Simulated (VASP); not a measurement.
# HC6 in VASP: single point with PBE+D3(BJ)

Aim: the single point of HC6 with PBE+D3(BJ).

Everything below comes from runs of VASP 6.6.1. Logs are shortened: lines on timing, memory, paths and dates and some standing lists are left out, and cuts for length are marked.

## (1) The cell of the first run

The cell holds a slab with vacuum, 7 atoms: a = 2.465 Å, b = 2.465 Å, c = 25.699 Å, α = 90.00°, β = 90.00°, γ = 120.00°.

## (2) Single point, PBE+D3(BJ), collinear spin, ferromagnetic start

File INCAR:

```
PREC     = Accurate       # precision mode
ENCUT    = 520            # plane-wave cutoff, eV
EDIFF    = 1E-6           # SCF threshold, eV
ISMEAR   = 0              # smearing method
SIGMA    = 0.05           # smearing width, eV
LREAL    = False          # projectors in reciprocal space
LASPH    = True           # aspherical terms in the spheres
NELM     = 150            # most SCF steps
ALGO     = Normal         # electronic algorithm
ISIF     = 2              # what is computed and relaxed
LWAVE    = False          # write WAVECAR
LCHARG   = False          # write CHGCAR
ISPIN    = 2              # spin polarisation
MAGMOM   = 0 0 0 0 0 0 1  # initial moments
LORBIT   = 11             # projections on sites
LDIPOL   = True         
IDIPOL   = 3            
DIPOL    = 0.5 0.5 0.489
GGA      = PE             # functional
IVDW     = 12             # dispersion correction
NBANDS   = 26             # bands
```

File KPOINTS:

```
regular mesh
0
Gamma
  12 12 1
```

File POSCAR:

```
HC6
1.0
    2.4650495083      0.0000000000      0.0000000000
   -1.2325247542      2.1347954958      0.0000000000
    0.0000000000      0.0000000000     25.6987123419
C H
6 1
Direct
    0.6666666667      0.3333333333      0.3307558716
    0.3333333333      0.6666666667      0.3308185209
    0.3372944617      0.6745889234      0.4627122036
    0.0039890836      0.0079781673      0.4627323539
    0.0017389850      0.0034779700      0.6003921141
    0.6684419128      0.3368838257      0.5874589025
    1.0017211664      1.0034423328      0.6455704099
```

Potentials or basis: VASP PAW PBE potentials, release 64 (C, H).

Launch:

```
$ cat potpaw_PBE.64/C/POTCAR potpaw_PBE.64/H/POTCAR > POTCAR
$ mpirun -np 1 vasp_std > vasp.out
```

OUTCAR:

```text
PREC = Accurate
   ENCUT = 520
   EDIFF = 1E-6
   ISMEAR = 0
   LREAL = False
   LASPH = True
   NELM = 150
   ISIF = 2
   ISPIN = 2
   LORBIT = 11
   GGA = PE
   IVDW = 12
 IVDW          = 12

 ion  position               nearest neighbor table
   1  0.667  0.333  0.331-   2 1.42   2 1.42   2 1.42
   2  0.333  0.667  0.331-   1 1.42   1 1.42   1 1.42
   3  0.337  0.675  0.463-   4 1.42   4 1.42   4 1.42
   4  0.004  0.008  0.463-   3 1.42   3 1.42   3 1.42
   5  0.002  0.003  0.600-   7 1.16   6 1.46   6 1.46   6 1.46
   6  0.668  0.337  0.587-   5 1.46   5 1.46   5 1.46
   7  0.002  0.003  0.646-   5 1.16

  LATTYP: Found a hexagonal cell.
 ALAT       =     2.4650495083
 C/A-ratio  =    10.4252317267

  Lattice vectors:

 A1 = (   2.4650495083,   0.0000000000,   0.0000000000)
 A2 = (  -1.2325247542,   2.1347954958,   0.0000000000)
 A3 = (   0.0000000000,   0.0000000000,  25.6987123419)

Analysis of symmetry for initial positions (statically):
=====================================================================
 Subroutine PRICEL returns:
 Original cell was already a primitive cell.

 Routine SETGRP: Setting up the symmetry group for a
 hexagonal supercell.

 Subroutine GETGRP returns: Found  2 space group operations
 (whereof  2 operations were pure point group operations)
 out of a pool of 24 trial point group operations.

The static configuration has the point symmetry C_1h.

Analysis of symmetry for dynamics (positions and initial velocities):
=====================================================================
 Subroutine PRICEL returns:
 Original cell was already a primitive cell.

 Routine SETGRP: Setting up the symmetry group for a
 hexagonal supercell.

 Subroutine GETGRP returns: Found  2 space group operations
 (whereof  2 operations were pure point group operations)
 out of a pool of 24 trial point group operations.

The dynamic configuration has the point symmetry C_1h.

Analysis of structural, dynamic, and magnetic symmetry:
=====================================================================
 Subroutine PRICEL returns:
 Original cell was already a primitive cell.

 Routine SETGRP: Setting up the symmetry group for a
 hexagonal supercell.

[... 155 lines left out ...]

 Free energy of the ion-electron system (eV)
  ---------------------------------------------------
  ext. energy  EPLUGINS =         0.00000000
  ---------------------------------------------------
  free energy    TOTEN  =       -56.93135099 eV

  energy without entropy =      -56.93069002  energy(sigma->0) =      -56.93102051

 E-fermi :  -0.4669     XC(G=0):  -4.6699

 val. band max:       -0.4727090501   @ k =   0.3333   0.3333   0.0000
 cond. band min:      -0.4630060885   @ k =   0.3333   0.3333   0.0000
 fundamental gap:      0.0097029617
 Fermi energy:        -0.4668876589

 spin component 1

 k-point     1 :       0.0000    0.0000    0.0000
  band No.  band energies     occupation
      1     -20.4533      1.00000
      2     -20.0344      1.00000
      3     -19.8930      1.00000
      4     -10.9480      1.00000
      5      -8.4972      1.00000
      6      -7.5813      1.00000
[... 637 lines left out ...]
     23       9.0450      0.00000
     24      10.0007      0.00000

 [... further k-points ...]

 spin component 2

 k-point     1 :       0.0000    0.0000    0.0000
  band No.  band energies     occupation
      1     -20.0600      1.00000
      2     -19.9889      1.00000
      3     -19.8692      1.00000
      4     -10.0727      1.00000
      5      -8.4747      1.00000
      6      -7.5590      1.00000
[... 637 lines left out ...]
     23       9.2132      0.00000
     24      10.1479      0.00000

 [... further k-points ...]

 [bands above 24 left out]

------------------------ aborting loop because EDIFF is reached ----------------------------------------

 vacuum level on the upper side and lower side of the slab       (xc-potential included)        -0.226         0.221

 Edisp (eV)   -0.83300

 E8    (eV) :    -0.2399

  FORCE on cell =-STRESS in cart. coord.  units (eV):
  Direction    XX          YY          ZZ          XY          YZ          ZX
  --------------------------------------------------------------------------------------
  -------------------------------------------------------------------------------------
  Total       2.97562     2.98308    -0.02768    -0.00000     0.00431    -0.00000
  in kB      35.25294    35.34126    -0.32793    -0.00000     0.05105    -0.00000
  external pressure =       23.42 kB  Pullay stress =        0.00 kB

 VOLUME and BASIS-vectors are now :
 -----------------------------------------------------------------------------
  energy-cutoff  :      520.00
  volume of cell :      135.24
      direct lattice vectors                 reciprocal lattice vectors
     2.465049508  0.000000000  0.000000000     0.405671365  0.234214472  0.000000000
    -1.232524754  2.134795496  0.000000000     0.000000000  0.468428944  0.000000000
     0.000000000  0.000000000 25.698712342     0.000000000  0.000000000  0.038912455

 POSITION                                       TOTAL-FORCE (eV/Angst)
 -----------------------------------------------------------------------------------
      1.23252      0.71160      8.50000         0.000000     -0.000642      0.017149
     -0.00000      1.42320      8.50161        -0.000000      0.000427     -0.011551
     -0.00000      1.44011     11.89111        -0.000000      0.005117      0.004476
     -0.00000      0.01703     11.89163         0.000000     -0.005033     -0.010266
     -0.00000      0.00742     15.42930        -0.000000      0.007082     -0.025099
      1.23252      0.71918     15.09694         0.000000     -0.007627     -0.008654
     -0.00000      0.00735     16.59033        -0.000000      0.000678      0.033946
 -----------------------------------------------------------------------------------
    total drift:                               -0.000004      0.000504     -0.000170

  FREE ENERGIE OF THE ION-ELECTRON SYSTEM (eV)
  ---------------------------------------------------
  free  energy   TOTEN  =       -57.7643553540 eV

  energy  without entropy=      -57.7636943793  energy(sigma->0) =      -57.76402487

 vacuum level on the upper side and lower side of the slab         3.396         3.817

 total charge

# of ion       s       p       d       tot
------------------------------------------
    1        0.863   1.788   0.000   2.651
    2        0.863   1.787   0.000   2.650
    3        0.864   1.786   0.000   2.650
    4        0.864   1.787   0.000   2.650
    5        0.849   1.829   0.000   2.678
    6        0.857   1.734   0.000   2.591
    7        0.591   0.036   0.000   0.627
--------------------------------------------------
tot          5.750  10.748   0.000  16.498

 magnetization (x)

# of ion       s       p       d       tot
------------------------------------------
    1        0.000   0.000   0.000   0.000
    2        0.000   0.000   0.000   0.000
    3        0.000  -0.000   0.000   0.000
    4        0.001   0.011   0.000   0.012
    5       -0.005  -0.039   0.000  -0.044
    6        0.044   0.409   0.000   0.452
    7        0.086  -0.000   0.000   0.086
--------------------------------------------------
tot          0.125   0.380   0.000   0.506
```

Run time: 4.4 min. Hardware: 1 thread of Intel Xeon 6975P-C (Granite Rapids), shared host; peak memory 0.42 GiB.

Results:

| Item | Value |
| --- | --- |
| Free energy | -57.7644 eV |
| Largest force | 0.034 eV/Å |
| Band gap on the k mesh | zero (filled and empty bands overlap) |
| Net moment | 1.00 μB per cell |
| Site moments | C +0.00, +0.01, -0.04, +0.45; H +0.09 μB |
| Valence electrons inside the program's atomic spheres | C 2.65, 2.68, 2.59; H 0.63 |
| Dispersion energy per atom | -0.119 eV |

Forces on the atoms (eV/Å):
```
C    0.000 -0.001  0.017
C    0.000  0.000 -0.012
C    0.000  0.005  0.004
C    0.000 -0.005 -0.010
C    0.000  0.007 -0.025
C    0.000 -0.008 -0.009
H    0.000  0.001  0.034
```

Levels at points of the mesh, in eV from the Fermi level:
Spin up:
```csv
k point,band 9,band 10,band 11,band 12,band 13,band 14,band 15,band 16,band 17,band 18
"(0.00, 0.00, 0.00)",-3.00,-3.00,-2.36,-2.36,-1.45,3.09,3.59,4.31,4.84,5.94
"(0.50, 0.00, 0.00)",-6.37,-5.77,-2.54,-2.20,-1.46,1.59,1.94,6.37,7.31,7.45
"(0.00, 0.50, 0.00)",-6.37,-5.76,-2.53,-2.21,-1.47,1.60,1.92,6.37,7.31,7.45
```
Spin down:
| k point | band 8 | band 9 | band 10 | band 11 | band 12 | band 13 | band 14 | band 15 | band 16 | band 17 |
| --- | --- | --- | --- | --- | --- | --- | --- | --- | --- | --- |
| (0.00, 0.00, 0.00) | -3.02 | -2.99 | -2.99 | -2.08 | -2.07 | -0.07 | 3.54 | 3.65 | 4.38 | 4.94 |
| (0.50, 0.00, 0.00) | -6.37 | -5.77 | -5.49 | -2.52 | -2.18 | 0.68 | 1.65 | 2.05 | 6.91 | 7.32 |
| (0.00, 0.50, 0.00) | -6.36 | -5.77 | -5.49 | -2.51 | -2.19 | 0.67 | 1.66 | 2.04 | 6.91 | 7.32 |
